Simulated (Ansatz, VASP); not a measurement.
**One calculation of W, two programs**

```
W
1.0
    -1.62475    1.62475    1.62475
     1.62475   -1.62475    1.62475
     1.62475    1.62475   -1.62475
W
1
Direct
  0.00000 0.00000 0.00000
```

Alike in both runs: functional PBE; k mesh 18 × 18 × 18; occupations fermi-dirac, width 0.05 eV; no spin polarisation.

Ansatz relaxed the structure, and its values are those at the end. VASP's run is a single point on that final structure, the one shown.

```csv
,VASP,Ansatz
version,VASP 6.6.1,Ansatz 0.2.0
potentials or method,"VASP PAW PBE potentials, release 64 (W_sv), cutoff 520 eV","all-electron LAPW, non-relativistic"
```

```csv
,VASP,Ansatz,Ansatz less VASP
pressure (GPa),-16.0,0.0,+16.05
```

One of these differences is far larger than is usual between the two programs; its cause wasn't traced. Ansatz ran all-electron here, and VASP with PAW potentials.

Spin-orbit coupling is off throughout.
